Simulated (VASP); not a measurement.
Set up this calculation in VASP 6.6.1, as the native input.

| Item | Value |
| --- | --- |
| Task | relaxation of cell and atoms |
| Functional | PBE |
| Potentials or basis | VASP PAW PBE potentials, release 64 (Ge_d, Sb, O) |
| Cutoff | 600 eV |
| k mesh | 4 × 4 × 4 |
| Occupations | gaussian, width 0.1 eV |
| Spin | no spin polarisation |
| Dipole correction | no |
| Further INCAR settings | ALGO = Normal; EDIFF = 1e-07; IBRION = 2; EDIFFG = -0.04; NSW = 90; ISIF = 3 |

The structure of Ge2Sb3O lies in POSCAR:

```
Ge2Sb3O
1.0
   -3.0509953200      3.0509953200      3.7407205300
    3.0509953200     -3.0509953200      3.7407205300
    3.0509953200      3.0509953200     -3.7407205300
Ge Sb O
2 3 1
Direct
    0.2023057200      0.2023057200      0.0000000000
    0.7976942800      0.7976942800      0.0000000000
    0.7500000000      0.2500000000      0.5000000000
    0.2500000000      0.7500000000      0.5000000000
    0.5000000000      0.5000000000      0.0000000000
    0.0000000000      0.0000000000      0.0000000000
```

The cell was generated, and may not be a known phase.

One way to write it, as run:

INCAR

```
SYSTEM = Ge2Sb3O
PREC = Accurate
ENCUT = 600
EDIFF = 1E-7
ISMEAR = 0
SIGMA = 0.1
LREAL = .FALSE.
LASPH = .TRUE.
NELM = 60
ALGO = Normal
ISIF = 3
LWAVE = .FALSE.
LCHARG = .FALSE.
GGA = PE
IBRION = 2
NSW = 90
EDIFFG = -0.04
```

KPOINTS

```
regular mesh
0
G
  4 4 4
  0 0 0
```

Potentials or basis: VASP PAW PBE potentials, release 64 (Ge_d, Sb, O).

Run with:

```bash
$ cat potpaw_PBE.64/Ge_d/POTCAR potpaw_PBE.64/Sb/POTCAR potpaw_PBE.64/O/POTCAR > POTCAR
$ mpirun -np 1 vasp_std > vasp.out
```

Results of the run:

```yaml
Relaxed_volume: 24.80 Å³/atom
Relaxed_cell: a = 6.404 Å, b = 6.404 Å, c = 6.404 Å, α = 130.40°, β = 130.40°, γ = 72.76°
Space_group_after_relaxing_to_0.1_Å: I4/mmm (No. 139)
Energy_gained_by_relaxing: 999.6 meV/atom
Ionic_steps: 19
Pressure_after_relaxing: 0.2 GPa
Largest_force_after_relaxing: 0.036 eV/Å
Band_gap_on_the_k_mesh: zero (an odd number of electrons rules out a gap without spin polarisation)
```

Caveat: spin-orbit coupling is left out, which moves the levels of the heavy elements; an odd number of electrons without spin polarisation forces a metal; a magnetic or distorted state may lie lower.

Wall time 25 min on 1 thread of Oxide Virtual Turin-like Processor (shared host), peak memory 0.35 GiB.
